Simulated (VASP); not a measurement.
# CdSe (F-43m) in VASP: single point with r2SCAN

Aim: the single point of CdSe with r2SCAN.

Program: VASP 6.6.1. These are calculated values, not measurements. Logs are shortened: lines on timing, memory, paths and dates and some standing lists are left out, and cuts for length are marked.

## Step 1: The cell of the first run

The structure is cubic, space group F-43m (No. 216). The conventional cell has a = 6.077 Å, b = 6.077 Å, c = 6.077 Å, α = 90.00°, β = 90.00°, γ = 90.00°. Cd (site symmetry -43m) has 4 Se at 2.63 Å within 3.5 Å. Within 3.5 Å of Se (site symmetry -43m) lie 4 Cd at 2.63 Å.

## Step 2: Single point, r2SCAN

The input, POSCAR:

```
CdSe
1.0
    0.0000000000      3.0385000000      3.0385000000
    3.0385000000      0.0000000000      3.0385000000
    3.0385000000      3.0385000000      0.0000000000
Cd Se
1 1
Direct
    0.0000000000      0.0000000000      0.0000000000
    0.2500000000      0.2500000000      0.2500000000
```

The input, INCAR.step1:

```
SYSTEM = CdSe
  PREC = Accurate
  ENCUT = 520
  ISMEAR = 0
  SIGMA = 0.01
  LREAL = .False.
  LASPH = .True.
  NELM = 60
  NBANDS = 16
  GGA = PE
  ALGO = Normal
  EDIFF = 1E-4
  LWAVE = .True.
  LCHARG = .False.
```

The input, INCAR.step2:

```
SYSTEM = CdSe
  PREC = Accurate
  ENCUT = 520
  EDIFF = 1E-7
  ISMEAR = 0
  SIGMA = 0.01
  LREAL = .False.
  LASPH = .True.
  NELM = 60
  ALGO = Normal
  ISIF = 2
  LWAVE = .False.
  LCHARG = .False.
  METAGGA = R2SCAN
  LMIXTAU = .True.
  NBANDS = 16
  ISTART = 1
```

The input, KPOINTS:

```
regular mesh
0
Gamma
  6 6 6
  0 0 0
```

Potentials or basis: VASP PAW PBE potentials, release 64 (Cd, Se).

The run is started by

```bash
$ cat potpaw_PBE.64/Cd/POTCAR potpaw_PBE.64/Se/POTCAR > POTCAR
$ cp INCAR.step1 INCAR
$ mpirun -np 1 vasp_std > vasp.out
$ cp INCAR.step2 INCAR
$ mpirun -np 1 vasp_std > vasp.out
```

OUTCAR:

```text
SYSTEM = CdSe
   PREC = Accurate
   ENCUT = 520
   EDIFF = 1E-7
   ISMEAR = 0
   LREAL = .False.
   LASPH = .True.
   NELM = 60
   ISIF = 2
   METAGGA = R2SCAN
   ISTART = 1

 ion  position               nearest neighbor table
   1  0.000  0.000  0.000-   2 2.63   2 2.63   2 2.63   2 2.63
   2  0.250  0.250  0.250-   1 2.63   1 2.63   1 2.63   1 2.63

  LATTYP: Found a face centered cubic cell.
 ALAT       =     6.0770000000

  Lattice vectors:

 A1 = (   0.0000000000,   3.0385000000,   3.0385000000)
 A2 = (   3.0385000000,   0.0000000000,   3.0385000000)
 A3 = (   3.0385000000,   3.0385000000,   0.0000000000)

Analysis of symmetry for initial positions (statically):
=====================================================================
 Subroutine PRICEL returns:
 Original cell was already a primitive cell.

 Routine SETGRP: Setting up the symmetry group for a
 face centered cubic supercell.

 Subroutine GETGRP returns: Found 24 space group operations
 (whereof 24 operations were pure point group operations)
 out of a pool of 48 trial point group operations.

The static configuration has the point symmetry T_d .

Analysis of symmetry for dynamics (positions and initial velocities):
=====================================================================
 Subroutine PRICEL returns:
 Original cell was already a primitive cell.

 Routine SETGRP: Setting up the symmetry group for a
 face centered cubic supercell.

 Subroutine GETGRP returns: Found 24 space group operations
 (whereof 24 operations were pure point group operations)
 out of a pool of 48 trial point group operations.

The dynamic configuration has the point symmetry T_d .

 Subroutine INISYM returns: Found 24 space group operations
 (whereof 24 operations are pure point group operations),
 and found     1 'primitive' translations

----------------------------------------------------------------------------------------

                                     Primitive cell

  volume of cell :      56.1058

  direct lattice vectors                    reciprocal lattice vectors
     0.000000000  3.038500000  3.038500000    -0.164554879  0.164554879  0.164554879
     3.038500000  0.000000000  3.038500000     0.164554879 -0.164554879  0.164554879
     3.038500000  3.038500000  0.000000000     0.164554879  0.164554879 -0.164554879

  length of vectors
     4.297087909  4.297087909  4.297087909     0.285017411  0.285017411  0.285017411

  position of ions in fractional coordinates (direct lattice)
     0.000000000  0.000000000  0.000000000
     0.250000000  0.250000000  0.250000000

  ion indices of the primitive-cell ions
   primitive index   ion index
                 1           1
                 2           2

----------------------------------------------------------------------------------------

 KPOINTS: regular mesh

Automatic generation of k-mesh.
 Grid dimensions read from file:
 generate k-points for:    6    6    6

 Generating k-lattice:

  Cartesian coordinates                     Fractional coordinates (reciprocal lattice)
    -0.027425813  0.027425813  0.027425813     0.166666667  0.000000000  0.000000000
     0.027425813 -0.027425813  0.027425813     0.000000000  0.166666667  0.000000000
     0.027425813  0.027425813 -0.027425813     0.000000000  0.000000000  0.166666667

  Length of vectors
     0.047502902  0.047502902  0.047502902

  Shift w.r.t. Gamma in fractional coordinates (k-lattice)
     0.000000000  0.000000000  0.000000000

 Subroutine IBZKPT returns following result:
 ===========================================

 Found     16 irreducible k-points:

 Following reciprocal coordinates:
            Coordinates               Weight
  0.000000  0.000000  0.000000      1.000000
  0.166667  0.000000  0.000000      8.000000
  0.333333  0.000000  0.000000      8.000000
  0.500000  0.000000  0.000000      4.000000
  0.166667  0.166667  0.000000      6.000000
  0.333333  0.166667  0.000000     24.000000
[... 8 lines left out ...]
 -0.333333  0.333333  0.166667     24.000000
 -0.333333  0.500000  0.166667     12.000000
   k-points           NKPTS =     16   k-points in BZ     NKDIM =     16   number of bands    NBANDS=     16
   number of dos      NEDOS =    301   number of ions     NIONS =      2
   total plane-waves  NPLWV =  32768
   dimension x,y,z NGX =    32 NGY =   32 NGZ =   32
   dimension x,y,z NGXF=    64 NGYF=   64 NGZF=   64
   ions per type =               1   1
   NGX,Y,Z   is equivalent  to a cutoff of  12.38, 12.38, 12.38 a.u.
   NGXF,Y,Z  is equivalent  to a cutoff of  24.76, 24.76, 24.76 a.u.
 SYSTEM =  CdSe
   PREC   = accura    normal or accurate (medium, high low for compatibility)
   ISTART =      1    job   : 0-new  1-cont  2-samecut
   ICHARG =      0    charge: 1-file 2-atom 10-const
   ISPIN  =      1    spin polarized calculation?
   LNONCOLLINEAR =      F non collinear calculations
   LSORBIT =      F    spin-orbit coupling
   LASPH  =      T    aspherical Exc in radial PAW
   ENCUT  =  520.0 eV  38.22 Ry    6.18 a.u.   7.99  7.99  7.99*2*pi/ulx,y,z
   NELM   =     60;   NELMIN=  2; NELMDL=  0     # of ELM steps
   EDIFF  = 0.1E-06   stopping-criterion for ELM
   LREAL  =      F    real-space projection
   EDIFFG = 0.1E-05   stopping-criterion for IOM
   NSW    =      0    number of steps for IOM
   IBRION =     -1    ionic relax: 0-MD 1-quasi-New 2-CG
   NFREE  =      0    steps in history (QN), initial steepest desc. (CG)
   ISIF   =      2    stress and relaxation
   ISYM   =      2    0-nonsym 1-usesym 2-fastsym
   POTIM  = 0.5000    time-step for ionic-motion
   TEBEG  =    0.0;   TEEND  =   0.0 temperature during run
   PSTRESS=    0.0 pullay stress
   NELECT =      18.0000    total number of electrons
   NUPDOWN=      -1.0000    fix difference up-down
   EMIN   =  10.00;   EMAX   =-10.00  energy-range for DOS
   EFERMI =   0.00;   METHOD = LEGACY
   ISMEAR =     0;   SIGMA  =   0.01  broadening in eV -4-tet -1-fermi 0-gaus
   EFERMI_NEDOS =   21; number of points for ismear=-14 and -15
   IALGO  =     38    algorithm
   IMIX   =      4    mixing-type and parameters
     AMIX     =   0.40;   BMIX     =  1.00
     AMIX_MAG =   1.60;   BMIX_MAG =  1.00
  volume/ion in A,a.u.               =      28.05       189.31
  Fermi-wavevector in a.u.,A,eV,Ry     =   1.120718  2.117850 17.089044  1.256009
  Thomas-Fermi vector in A             =   2.257367
   LORBIT       =      0    0 simple, 1 ext, 2 COOP (PROOUT), +10 PAW based schemes
   METAGGA = R2SCAN    functional components
   LHFCALC =     F    Hartree Fock is set to
   AEXX    =    0.0000 exact exchange contribution
   IVDW    =     0    specifies the selected vdW correction
   LEPSILON=     F    determine dielectric tensor
   LRPA    =     F    only Hartree local field effects (RPA)
 non-spin polarized calculation
 Gauss-broadening in eV      SIGMA  =   0.01
  energy-cutoff  :      520.00
  volume of cell :       56.11
 maximum number of plane-waves:      1527
   NGX = 15   NGY = 15   NGZ = 15

 number of electron      18.0000001 magnetization

 Free energy of the ion-electron system (eV)
  ---------------------------------------------------
  ext. energy  EPLUGINS =         0.00000000
  ---------------------------------------------------
  free energy    TOTEN  =       -35.90282940 eV

  energy without entropy =      -35.90282940  energy(sigma->0) =      -35.90282940

 E-fermi :   0.7644     XC(G=0):  -9.4399

 val. band max:        0.6671133700   @ k =   0.0000   0.0000   0.0000
 cond. band min:       1.7582210774   @ k =   0.0000   0.0000   0.0000
 fundamental gap:      1.0911077074
 Fermi energy:         0.7644091188

 k-point     1 :       0.0000    0.0000    0.0000
  band No.  band energies     occupation
      1     -12.3685      2.00000
      2      -7.5104      2.00000
      3      -7.5104      2.00000
      4      -7.5104      2.00000
      5      -7.1049      2.00000
      6      -7.1049      2.00000
[... 8 lines left out ...]
     15      12.3245      0.00000
     16      12.3245      0.00000

 k-point     2 :       0.1667    0.0000    0.0000
  band No.  band energies     occupation
      1     -12.2741      2.00000
      2      -7.4797      2.00000
      3      -7.4797      2.00000
      4      -7.4151      2.00000
      5      -7.1056      2.00000
      6      -7.1056      2.00000
[... 8 lines left out ...]
     15      11.3065      0.00000
     16      11.7119      0.00000

 k-point     3 :       0.3333    0.0000    0.0000
  band No.  band energies     occupation
      1     -12.0823      2.00000
      2      -7.4280      2.00000
      3      -7.4279      2.00000
      4      -7.0945      2.00000
      5      -7.0945      2.00000
      6      -7.0936      2.00000
[... 8 lines left out ...]
     15      11.7991      0.00000
     16      11.7991      0.00000

 k-point     4 :       0.5000    0.0000    0.0000
  band No.  band energies     occupation
      1     -11.9857      2.00000
      2      -7.4087      2.00000
      3      -7.4087      2.00000
      4      -7.0807      2.00000
      5      -7.0807      2.00000
      6      -6.7980      2.00000
[... 8 lines left out ...]
     15      13.4913      0.00000
     16      13.4913      0.00000
[... 172 lines left out ...]
 k-point    14 :       0.5000    0.3333    0.1667
  band No.  band energies     occupation
      1     -11.9584      2.00000
      2      -7.3532      2.00000
      3      -7.3441      2.00000
      4      -7.1764      2.00000
      5      -7.0772      2.00000
      6      -6.8581      2.00000
[... 8 lines left out ...]
     15      13.5293      0.00000
     16      14.4674      0.00000

 k-point    15 :      -0.3333    0.3333    0.1667
  band No.  band energies     occupation
      1     -11.8962      2.00000
      2      -7.3433      2.00000
      3      -7.3170      2.00000
      4      -7.1378      2.00000
      5      -7.0934      2.00000
      6      -6.6578      2.00000
[... 8 lines left out ...]
     15      13.2236      0.00000
     16      14.3913      0.00000

 k-point    16 :      -0.3333    0.5000    0.1667
  band No.  band energies     occupation
      1     -11.8659      2.00000
      2      -7.3068      2.00000
      3      -7.2868      2.00000
      4      -7.1733      2.00000
      5      -7.0760      2.00000
      6      -6.6296      2.00000
[... 8 lines left out ...]
     15      14.1847      0.00000
     16      14.3439      0.00000

------------------------ aborting loop because EDIFF is reached ----------------------------------------

  FORCE on cell =-STRESS in cart. coord.  units (eV):
  Direction    XX          YY          ZZ          XY          YZ          ZX
  --------------------------------------------------------------------------------------
  -------------------------------------------------------------------------------------
  Total        0.6360498      0.6360498      0.6360498      0.0000000     -0.0000000      0.0000000
  in kB       18.1632671     18.1632671     18.1632671      0.0000000     -0.0000000      0.0000000
  external PRESSURE =      18.1632671 kB  Pullay stress =       0.0000000 kB

 VOLUME and BASIS-vectors are now :
 -----------------------------------------------------------------------------
  energy-cutoff  :      520.00
  volume of cell :       56.11
      direct lattice vectors                 reciprocal lattice vectors
     0.000000000  3.038500000  3.038500000    -0.164554879  0.164554879  0.164554879
     3.038500000  0.000000000  3.038500000     0.164554879 -0.164554879  0.164554879
     3.038500000  3.038500000  0.000000000     0.164554879  0.164554879 -0.164554879

 POSITION                                       TOTAL-FORCE (eV/Angst)
 -----------------------------------------------------------------------------------
      0.00000      0.00000      0.00000        -0.000000     -0.000000     -0.000000
      1.51925      1.51925      1.51925         0.000000      0.000000      0.000000
 -----------------------------------------------------------------------------------
    total drift:                               -0.000002     -0.000002     -0.000002

  FREE ENERGIE OF THE ION-ELECTRON SYSTEM (eV)
  ---------------------------------------------------
  free  energy   TOTEN  =       -35.9028293980 eV

  energy  without entropy=      -35.9028293980  energy(sigma->0) =      -35.90282940
```

Run time: 68 s. Hardware: 1 thread of Intel Xeon 8259CL, shared host; peak memory 0.19 GiB.

What came out:

* Free energy: -35.9028 eV
* Pressure: 1.8 GPa
* Band gap on the k mesh: 1.09 eV, direct

Caveat: the PAW data sets were made with another functional, which shifts forces and pressure a little.
